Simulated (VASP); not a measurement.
# Mg7ZnS8 (P1) in VASP: further runs

Mg7ZnS8 is run at these levels: PBEsol, r2SCAN; tasks: single point.

Program: VASP 6.6.1. These are calculated values, not measurements. Logs are shortened: lines on timing, memory, paths and dates and some standing lists are left out, and cuts for length are marked.

## 1. The cell of the first run

The typed cell holds 16 atoms: a = 7.942 Å, b = 7.942 Å, c = 7.942 Å, α = 60.00°, β = 60.00°, γ = 60.00°.

## 2. Single point, PBEsol

File INCAR:

```
SYSTEM = Mg7ZnS8
PREC = Accurate
ENCUT = 520
EDIFF = 1E-6
ISMEAR = -1
SIGMA = 0.05
LREAL = Auto
LASPH = .TRUE.
NELM = 60
ALGO = Normal
ISIF = 2
LWAVE = .FALSE.
LCHARG = .FALSE.
GGA = PS
NBANDS = 51
```

File KPOINTS:

```
Automatic mesh
0
Gamma
  2 2 2
  0.5 0.5 0.5
```

File POSCAR:

```
Mg7ZnS8
1.0
    0.0000000000      5.6161010000      5.6161010000
    5.6161010000      0.0000000000      5.6161010000
    5.6161010000      5.6161010000      0.0000000000
Mg S Zn
7 8 1
Direct
    0.0024800000      0.0064520000      0.0006340000
    0.5020150000      0.5000620000      0.4961880000
    0.9960890000      0.0001650000      0.4993350000
    0.5017840000      0.5002070000      0.0031830000
    0.9989330000      0.4925650000      0.0027480000
    0.4990210000      0.0010440000      0.5035620000
    0.0018880000      0.4956680000      0.4998150000
    0.1275500000      0.1257840000      0.1253460000
    0.6262570000      0.6221410000      0.6268810000
    0.1258130000      0.1233620000      0.6289990000
    0.6256920000      0.6293370000      0.1205210000
    0.1205780000      0.6204360000      0.1272810000
    0.6260860000      0.1297540000      0.6225850000
    0.6221440000      0.1306720000      0.1226250000
    0.1257680000      0.6195640000      0.6255670000
    0.4971530000      0.0043310000      0.0028530000
```

Potentials or basis: VASP PAW PBE potentials, release 64 (Mg, S, Zn).

On the command line:

```bash
> cat potpaw_PBE.64/Mg/POTCAR potpaw_PBE.64/S/POTCAR potpaw_PBE.64/Zn/POTCAR > POTCAR
> mpirun -np 1 vasp_std > vasp.out
```

OUTCAR:

```text
SYSTEM = Mg7ZnS8
   PREC = Accurate
   ENCUT = 520
   EDIFF = 1E-6
   ISMEAR = -1
   LREAL = Auto
   LASPH = .TRUE.
   NELM = 60
   ISIF = 2
   GGA = PS

 ion  position               nearest neighbor table
   1  0.002  0.006  0.001-   8 2.39  10 2.41  14 2.47  12 2.51
   2  0.502  0.500  0.496-  13 2.40  11 2.44  15 2.44   9 2.45
   3  0.996  0.000  0.499-  13 2.40   8 2.43  15 2.47  10 2.48
   4  0.502  0.500  0.003-  14 2.40  11 2.40   9 2.44  12 2.47
   5  0.999  0.493  0.003-   8 2.38  11 2.42  12 2.43  15 2.45
   6  0.499  0.001  0.504-  10 2.42  13 2.43   9 2.46  14 2.47
[... 8 lines left out ...]
  15  0.126  0.620  0.626-   7 2.42   2 2.44   5 2.45   3 2.47
  16  0.497  0.004  0.003-   8 2.40  14 2.41  11 2.43  13 2.47

  LATTYP: Found a face centered cubic cell.
 ALAT       =    11.2322020000

  Lattice vectors:

 A1 = (   0.0000000000,   5.6161010000,   5.6161010000)
 A2 = (   5.6161010000,   0.0000000000,   5.6161010000)
 A3 = (   5.6161010000,   5.6161010000,   0.0000000000)

Analysis of symmetry for initial positions (statically):
=====================================================================
 Subroutine PRICEL returns:
 Original cell was already a primitive cell.

 Routine SETGRP: Setting up the symmetry group for a
 face centered cubic supercell.

 Subroutine GETGRP returns: Found  1 space group operations
 (whereof  1 operations were pure point group operations)
 out of a pool of 48 trial point group operations.

The static configuration has the point symmetry C_1 .

Analysis of symmetry for dynamics (positions and initial velocities):
=====================================================================
 Subroutine PRICEL returns:
 Original cell was already a primitive cell.

 Routine SETGRP: Setting up the symmetry group for a
 face centered cubic supercell.

 Subroutine GETGRP returns: Found  1 space group operations
 (whereof  1 operations were pure point group operations)
 out of a pool of 48 trial point group operations.

The dynamic configuration has the point symmetry C_1 .

 Subroutine INISYM returns: Found  1 space group operations
 (whereof  1 operations are pure point group operations),
 and found     1 'primitive' translations

----------------------------------------------------------------------------------------

                                     Primitive cell

  volume of cell :     354.2703

  direct lattice vectors                    reciprocal lattice vectors
     0.000000000  5.616101000  5.616101000    -0.089029738  0.089029738  0.089029738
     5.616101000  0.000000000  5.616101000     0.089029738 -0.089029738  0.089029738
     5.616101000  5.616101000  0.000000000     0.089029738  0.089029738 -0.089029738

  length of vectors
     7.942366202  7.942366202  7.942366202     0.154204029  0.154204029  0.154204029

  position of ions in fractional coordinates (direct lattice)
     0.002480000  0.006452000  0.000634000
     0.502015000  0.500062000  0.496188000
     0.996089000  0.000165000  0.499335000
     0.501784000  0.500207000  0.003183000
     0.998933000  0.492565000  0.002748000
     0.499021000  0.001044000  0.503562000
[... 8 lines left out ...]
     0.125768000  0.619564000  0.625567000
     0.497153000  0.004331000  0.002853000

  ion indices of the primitive-cell ions
   primitive index   ion index
                 1           1
                 2           2
                 3           3
                 4           4
                 5           5
                 6           6
[... 8 lines left out ...]
                15          15
                16          16

----------------------------------------------------------------------------------------

 KPOINTS: Automatic mesh

Automatic generation of k-mesh.
 Grid dimensions read from file:
 generate k-points for:    2    2    2

 Generating k-lattice:

  Cartesian coordinates                     Fractional coordinates (reciprocal lattice)
    -0.044514869  0.044514869  0.044514869     0.500000000  0.000000000  0.000000000
     0.044514869 -0.044514869  0.044514869     0.000000000  0.500000000  0.000000000
     0.044514869  0.044514869 -0.044514869     0.000000000  0.000000000  0.500000000

  Length of vectors
     0.077102015  0.077102015  0.077102015

  Shift w.r.t. Gamma in fractional coordinates (k-lattice)
     0.500000000  0.500000000  0.500000000

 Subroutine IBZKPT returns following result:
 ===========================================

 Found     16 irreducible k-points:

 Following reciprocal coordinates:
            Coordinates               Weight
  0.250000  0.250000  0.250000      2.000000
  0.250000  0.000000  0.000000      2.000000
  0.000000  0.000000 -0.250000      2.000000
  0.000000  0.250000  0.000000      2.000000
 -0.250000  0.250000  0.250000      2.000000
  0.250000 -0.250000  0.250000      2.000000
[... 8 lines left out ...]
  0.000000  0.250000  0.500000      2.000000
  0.500000  0.250000  0.000000      2.000000
   k-points           NKPTS =     16   k-points in BZ     NKDIM =     16   number of bands    NBANDS=     51
   number of dos      NEDOS =    301   number of ions     NIONS =     16
   total plane-waves  NPLWV = 216000
   dimension x,y,z NGX =    60 NGY =   60 NGZ =   60
   dimension x,y,z NGXF=   120 NGYF=  120 NGZF=  120
   ions per type =               7   8   1
   NGX,Y,Z   is equivalent  to a cutoff of  12.56, 12.56, 12.56 a.u.
   NGXF,Y,Z  is equivalent  to a cutoff of  25.12, 25.12, 25.12 a.u.
 SYSTEM =  Mg7ZnS8
   PREC   = accura    normal or accurate (medium, high low for compatibility)
   ISTART =      0    job   : 0-new  1-cont  2-samecut
   ICHARG =      2    charge: 1-file 2-atom 10-const
   ISPIN  =      1    spin polarized calculation?
   LNONCOLLINEAR =      F non collinear calculations
   LSORBIT =      F    spin-orbit coupling
   LASPH  =      T    aspherical Exc in radial PAW
   ENCUT  =  520.0 eV  38.22 Ry    6.18 a.u.  14.77 14.77 14.77*2*pi/ulx,y,z
   NELM   =     60;   NELMIN=  2; NELMDL= -5     # of ELM steps
   EDIFF  = 0.1E-05   stopping-criterion for ELM
   LREAL  =      T    real-space projection
   EDIFFG = 0.1E-04   stopping-criterion for IOM
   NSW    =      0    number of steps for IOM
   IBRION =     -1    ionic relax: 0-MD 1-quasi-New 2-CG
   NFREE  =      0    steps in history (QN), initial steepest desc. (CG)
   ISIF   =      2    stress and relaxation
   ISYM   =      2    0-nonsym 1-usesym 2-fastsym
   POTIM  = 0.5000    time-step for ionic-motion
   TEBEG  =    0.0;   TEEND  =   0.0 temperature during run
   PSTRESS=    0.0 pullay stress
   NELECT =      74.0000    total number of electrons
   NUPDOWN=      -1.0000    fix difference up-down
   EMIN   =  10.00;   EMAX   =-10.00  energy-range for DOS
   EFERMI =   0.00;   METHOD = LEGACY
   ISMEAR =    -1;   SIGMA  =   0.05  broadening in eV -4-tet -1-fermi 0-gaus
   EFERMI_NEDOS =   21; number of points for ismear=-14 and -15
   IALGO  =     38    algorithm
   IMIX   =      4    mixing-type and parameters
     AMIX     =   0.40;   BMIX     =  1.00
     AMIX_MAG =   1.60;   BMIX_MAG =  1.00
  volume/ion in A,a.u.               =      22.14       149.42
  Fermi-wavevector in a.u.,A,eV,Ry     =   0.971346  1.835577 12.837267  0.943513
  Thomas-Fermi vector in A             =   2.101555
   LORBIT       =      0    0 simple, 1 ext, 2 COOP (PROOUT), +10 PAW based schemes
   GGA     = PS    functional components
   LHFCALC =     F    Hartree Fock is set to
   AEXX    =    0.0000 exact exchange contribution
   IVDW    =     0    specifies the selected vdW correction
   LEPSILON=     F    determine dielectric tensor
   LRPA    =     F    only Hartree local field effects (RPA)
 non-spin polarized calculation
  energy-cutoff  :      520.00
  volume of cell :      354.27
 maximum number of plane-waves:      9549
   NGX = 29   NGY = 29   NGZ = 29

 number of electron      74.0000010 magnetization

 Free energy of the ion-electron system (eV)
  ---------------------------------------------------
  ext. energy  EPLUGINS =         0.00000000
  ---------------------------------------------------
  free energy    TOTEN  =       -69.73090330 eV

  energy without entropy =      -69.73090330  energy(sigma->0) =      -69.73090330

 E-fermi :   2.2660     XC(G=0):  -8.7517

 val. band max:        1.1008196689   @ k =   0.2500   0.0000   0.0000
 cond. band min:       4.6177760738   @ k =   0.0000   0.0000  -0.2500
 fundamental gap:      3.5169564050
 Fermi energy:         2.2660132653

 k-point     1 :       0.2500    0.2500    0.2500
  band No.  band energies     occupation
      1     -10.3162      2.00000
      2      -9.8025      2.00000
      3      -9.7156      2.00000
      4      -9.6473      2.00000
      5      -9.5577      2.00000
      6      -9.3644      2.00000
[... 41 lines left out ...]
     48       7.1859      0.00000
     49       7.7440      0.00000

 k-point     2 :       0.2500    0.0000    0.0000
  band No.  band energies     occupation
      1     -10.3104      2.00000
      2      -9.8553      2.00000
      3      -9.6548      2.00000
      4      -9.6166      2.00000
      5      -9.6013      2.00000
      6      -9.3627      2.00000
[... 41 lines left out ...]
     48       7.1959      0.00000
     49       7.7705      0.00000

 k-point     3 :       0.0000    0.0000   -0.2500
  band No.  band energies     occupation
      1     -10.3148      2.00000
      2      -9.8174      2.00000
      3      -9.7176      2.00000
      4      -9.6239      2.00000
      5      -9.5665      2.00000
      6      -9.3621      2.00000
[... 665 lines left out ...]
     48       7.8258      0.00000
     49       7.9469      0.00000

 k-point    16 :       0.5000    0.2500    0.0000
  band No.  band energies     occupation
      1     -10.1132      2.00000
      2      -9.9604      2.00000
      3      -9.7183      2.00000
      4      -9.6252      2.00000
      5      -9.5824      2.00000
      6      -9.4704      2.00000
[... 41 lines left out ...]
     48       7.8411      0.00000
     49       7.9081      0.00000
 [bands above 49 left out]

------------------------ aborting loop because EDIFF is reached ----------------------------------------

  FORCE on cell =-STRESS in cart. coord.  units (eV):
  Direction    XX          YY          ZZ          XY          YZ          ZX
  --------------------------------------------------------------------------------------
  -------------------------------------------------------------------------------------
  Total       -0.0067190      0.0716343     -0.0807553     -0.0678319      0.0824213      0.2915695
  in kB       -0.0303863      0.3239643     -0.3652134     -0.3067681      0.3727478      1.3186150
  external PRESSURE =      -0.0238785 kB  Pullay stress =       0.0000000 kB

 VOLUME and BASIS-vectors are now :
 -----------------------------------------------------------------------------
  energy-cutoff  :      520.00
  volume of cell :      354.27
      direct lattice vectors                 reciprocal lattice vectors
     0.000000000  5.616101000  5.616101000    -0.089029738  0.089029738  0.089029738
     5.616101000  0.000000000  5.616101000     0.089029738 -0.089029738  0.089029738
     5.616101000  5.616101000  0.000000000     0.089029738  0.089029738 -0.089029738

 POSITION                                       TOTAL-FORCE (eV/Angst)
 -----------------------------------------------------------------------------------
      0.03980      0.01749      0.05016        -0.348147     -0.034723     -0.517488
      5.59504      5.60601      5.62777         0.311150     -0.059245      0.093394
      2.80524      8.39845      5.59506        -0.011133      0.504443      0.025514
      2.82709      2.83595      5.62728         0.056818     -0.489945     -0.111231
      2.78173      5.62554      8.37640         0.151530     -0.195484      0.468672
      2.83392      5.63061      2.80842        -0.222707     -0.001517     -0.079429
[... 8 lines left out ...]
      6.99278      4.21957      4.18586         0.136427     -0.057021      0.154286
      0.04035      2.80808      2.81638        -0.152917      0.045144      0.144728
 -----------------------------------------------------------------------------------
    total drift:                               -0.005294      0.002276     -0.000166

  FREE ENERGIE OF THE ION-ELECTRON SYSTEM (eV)
  ---------------------------------------------------
  free  energy   TOTEN  =       -69.7309032967 eV

  energy  without entropy=      -69.7309032966  energy(sigma->0) =      -69.73090330
```

Run time: 6.4 min. Hardware: 1 thread of Intel Xeon 6975P-C (Granite Rapids), shared host; peak memory 0.56 GiB.

What came out:

```yaml
Free_energy: -69.7309 eV
Pressure: 0.0 GPa
Largest_force: 0.771 eV/Å
Band_gap_on_the_k_mesh: 3.52 eV (least direct gap 3.52 eV)
```

Forces in eV/Å, atoms in the order of the input:
```
Mg  -0.348 -0.035 -0.517
Mg   0.311 -0.059  0.093
Mg  -0.011  0.504  0.026
Mg   0.057 -0.490 -0.111
Mg   0.152 -0.195  0.469
Mg  -0.223 -0.002 -0.079
Mg   0.085 -0.086  0.009
S   -0.388  0.524  0.186
S    0.073 -0.119  0.067
S   -0.211 -0.137 -0.131
S    0.498 -0.285  0.330
S    0.107 -0.034  0.393
S    0.325  0.388 -0.581
S   -0.409  0.038 -0.451
S    0.136 -0.057  0.154
Zn  -0.153  0.045  0.145
```

Stress tensor (GPa, compression positive):
```
 0.00 -0.03  0.13
-0.03  0.03  0.04
 0.13  0.04 -0.04
```

Caveat: the PAW data sets were made with another functional, which shifts forces and pressure a little; a shifted mesh leaves out Γ, where band edges can lie. A k mesh can miss the band edges.

## 3. Single point, PBEsol

File INCAR:

```
  PREC = Accurate
  ENCUT = 520
  EDIFF = 1E-7
  ISMEAR = -1
  SIGMA = 0.05
  LREAL = Auto
  LASPH = True
  NELM = 60
  ALGO = Normal
  ISIF = 2
  LWAVE = False
  LCHARG = True
  GGA = PS
  LELF = True
  LVHAR = True
  NELECT = 75.0
  NBANDS = 51
```

KPOINTS is that of step 2.

POSCAR is that of step 2.

Potentials or basis: VASP PAW PBE potentials, release 64 (Mg, S, Zn).

On the command line:

```bash
> cat potpaw_PBE.64/Mg/POTCAR potpaw_PBE.64/S/POTCAR potpaw_PBE.64/Zn/POTCAR > POTCAR
> mpirun -np 1 vasp_std > vasp.out
```

Wall time 7.5 min (1 thread of Intel Xeon 6975P-C (Granite Rapids), shared host); peak memory 0.56 GiB.

It converged, with:

| Property | Result |
| --- | --- |
| Free energy | -64.8605 eV |
| Largest force | 0.608 eV/Å |

Forces on the atoms (eV/Å):
```
Mg  -0.087 -0.016 -0.425
Mg   0.094 -0.053  0.160
Mg  -0.031  0.255  0.101
Mg   0.045 -0.258 -0.036
Mg   0.120 -0.184  0.145
Mg  -0.228  0.010  0.075
Mg   0.096 -0.088 -0.062
S   -0.286  0.425  0.090
S    0.079 -0.130  0.049
S   -0.225 -0.136 -0.142
S    0.393 -0.183  0.238
S    0.089 -0.049  0.404
S    0.232  0.293 -0.480
S   -0.308  0.131 -0.344
S    0.151 -0.039  0.168
Zn  -0.135  0.023  0.060
```

Levels at points of the mesh, in eV from the Fermi level:
```csv
k point,band 33,band 34,band 35,band 36,band 37,band 38,band 39,band 40,band 41,band 42
"(0.25, 0.25, 0.25)",-4.48,-4.33,-4.32,-4.03,-4.01,-0.42,0.01,0.05,0.07,0.49
```

Caveat: the k points lie up to 0.48 Å⁻¹ apart, too coarse for converged energies and pressures of a metal; the cell carries a net charge on a neutralising background, which shifts energy and pressure; the cell is charged against a uniform background, so pressure and absolute levels hang on convention; the PAW data sets were made with another functional, which shifts forces and pressure a little.

## 4. Single point, PBEsol

File INCAR:

```
ALGO = Normal ; EDIFF = 1E-6
ENCUT = 520 ; GGA = PS
ISIF = 2 ; ISMEAR = -1
LASPH = T ; LCHARG = F
LREAL = Auto ; LWAVE = F
NBANDS = 51 ; NELECT = 68.0
NELM = 60 ; PREC = Accurate
SIGMA = 0.05
```

KPOINTS is that of step 3.

POSCAR is that of step 3.

On the command line:

```bash
> cat potpaw_PBE.64/Mg/POTCAR potpaw_PBE.64/S/POTCAR potpaw_PBE.64/Zn/POTCAR > POTCAR
> mpirun -np 1 vasp_std > vasp.out
```

Wall time 8.5 min (1 thread of Intel Xeon 6975P-C (Granite Rapids), shared host); peak memory 0.56 GiB.

It converged, with:

* Free energy: -73.8126 eV
* Largest force: 1.264 eV/Å

Forces in eV/Å, atoms in the order of the input:
```
Mg  -0.294  0.028 -0.382
Mg   0.303 -0.083  0.115
Mg  -0.047  0.462  0.082
Mg   0.105 -0.447 -0.020
Mg   0.082 -0.178  0.369
Mg  -0.181  0.014 -0.132
Mg   0.067 -0.060 -0.032
S   -0.687  0.889  0.580
S    0.056 -0.083  0.020
S   -0.206 -0.108 -0.156
S    0.799 -0.617  0.729
S    0.041 -0.123  0.289
S    0.670  0.676 -0.822
S   -0.754 -0.381 -0.772
S    0.133 -0.001  0.110
Zn  -0.087  0.013  0.024
```

Levels at points of the mesh, in eV from the Fermi level:
```csv
k point,band 31,band 32,band 33,band 34,band 35,band 36,band 37,band 38
"(0.25, 0.25, 0.25)",-0.09,-0.07,-0.06,0.08,0.09,0.32,0.33,4.47
```

Caveat: the k points lie up to 0.48 Å⁻¹ apart; the cell carries a net charge on a neutralising background, which shifts energy and pressure; the cell is charged against a uniform background, so pressure and absolute levels hang on convention; semilocal functionals underestimate gaps, so a narrow gap can read as zero; the PAW data sets were made with another functional, which shifts forces and pressure a little.

## 5. Single point, r2SCAN

POSCAR is that of step 4.

File INCAR.step1:

```
SYSTEM = Mg7ZnS8
PREC = Accurate
ENCUT = 520
ISMEAR = -1
SIGMA = 0.05
LREAL = Auto
LASPH = .TRUE.
NELM = 100
NBANDS = 51
GGA = PE
ALGO = Normal
EDIFF = 1E-4
LWAVE = .TRUE.
LCHARG = .FALSE.
```

File INCAR.step2:

```
SYSTEM = Mg7ZnS8
PREC = Accurate
ENCUT = 520
EDIFF = 1E-6
ISMEAR = -1
SIGMA = 0.05
LREAL = Auto
LASPH = .TRUE.
NELM = 100
ALGO = Normal
ISIF = 2
LWAVE = .FALSE.
LCHARG = .FALSE.
METAGGA = R2SCAN
LMIXTAU = .TRUE.
NBANDS = 51
ISTART = 1
```

KPOINTS is that of step 4.

On the command line:

```bash
> cat potpaw_PBE.64/Mg/POTCAR potpaw_PBE.64/S/POTCAR potpaw_PBE.64/Zn/POTCAR > POTCAR
> cp INCAR.step1 INCAR
> mpirun -np 1 vasp_std > vasp.out
> cp INCAR.step2 INCAR
> mpirun -np 1 vasp_std > vasp.out
```

It took 18 min on 1 thread of Intel Xeon 6975P-C (Granite Rapids), shared host; peak memory 0.62 GiB.

It converged, with:

```
Free energy            : -126.7592 eV
Pressure               : 0.3 GPa
Largest force          : 0.720 eV/Å
Band gap on the k mesh : 4.19 eV (least direct gap 4.20 eV)
```

Forces in eV/Å, atoms in the order of the input:
```
Mg  -0.364 -0.043 -0.537
Mg   0.326 -0.054  0.090
Mg  -0.006  0.525  0.031
Mg   0.048 -0.508 -0.118
Mg   0.157 -0.203  0.491
Mg  -0.233 -0.006 -0.082
Mg   0.093 -0.093  0.010
S   -0.357  0.487  0.135
S    0.080 -0.131  0.074
S   -0.218 -0.140 -0.129
S    0.467 -0.247  0.285
S    0.117 -0.028  0.413
S    0.280  0.359 -0.558
S   -0.376  0.091 -0.421
S    0.144 -0.066  0.167
Zn  -0.158  0.056  0.151
```

Stress tensor (GPa, compression positive):
```
 0.26 -0.03  0.13
-0.03  0.29  0.04
 0.13  0.04  0.23
```

Levels at points of the mesh, in eV from the valence-band top:
```csv
k point,band 34,band 35,band 36,band 37,band 38,band 39,band 40,band 41
"(0.25, 0.25, 0.25)",-0.29,-0.27,-0.01,0.00,4.20,4.70,4.78,4.82
```

Caveat: the PAW data sets were made with another functional, which shifts forces and pressure a little; a shifted mesh leaves out Γ, where band edges can lie. A k mesh can miss the band edges.
